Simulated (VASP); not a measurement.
Crystal: Na2Pt (Ni2In type).

```
Pt Na
1.0
     5.35947    0.00000    0.00000
    -2.67974    4.64144    0.00000
     0.00000    0.00000    6.69934
Pt Na
2 4
Direct
  0.33333 0.66667 0.25000
  0.66667 0.33333 0.75000
  0.00000 0.00000 0.00000
  0.00000 0.00000 0.50000
  0.33333 0.66667 0.75000
  0.66667 0.33333 0.25000
```

| Quantity | Value |
| --- | --- |
| Program | VASP 6.6.1 |
| Task | relaxation of cell and atoms |
| Functional | LDA |
| Potentials or basis | VASP PAW LDA potentials, release 64 (Pt, Na_pv) |
| Cutoff | 600 eV |
| k mesh | 7 × 7 × 5 |
| Occupations | fermi-dirac, width 0.05 eV |
| Spin | no spin polarisation |

At the start: pressure -6.4 GPa; volume 27.78 Å³/atom.

Q: Where does the relaxation end?

A: Over 11 steps the energy falls by 238.0 meV/atom and the volume is 19.24 Å³/atom (-30.7 %); space group P6_3/mmc (No. 194, to 0.1 Å) before and after.

The path:
```csv
step,energy change (eV),largest force (eV/Å),pressure (GPa),volume (Å³)
1,0.0000,0.0000,-6.44,166.65
2,-0.9491,0.0000,-4.95,141.14
3,-1.3591,0.0000,-1.82,122.96
4,-1.3870,0.0000,0.50,115.58
5,-1.3907,0.0000,-0.17,117.52
6,-1.4123,0.0000,-0.12,116.70
7,-1.4262,0.0000,0.01,115.71
8,-1.4060,0.0000,0.51,113.62
9,-1.4277,0.0000,0.04,115.31
10,-1.4277,0.0000,0.06,115.25
11,-1.4278,0.0000,-0.01,115.43
```

Final structure:
```xyz
6
Lattice="4.7762 0.0000 0.0000 -2.3881 4.1363 0.0000 0.0000 0.0000 5.8428" Properties=species:S:1:pos:R:3 pbc="T T T"
Pt    0.0000    2.7576    1.4607
Pt    2.3881    1.3788    4.3821
Na    0.0000    0.0000    0.0000
Na    0.0000    0.0000    2.9214
Na    0.0000    2.7576    4.3821
Na    2.3881    1.3788    1.4607
```

Caveat: the volume moved by over 15 % at a fixed basis, so the end points are rough.
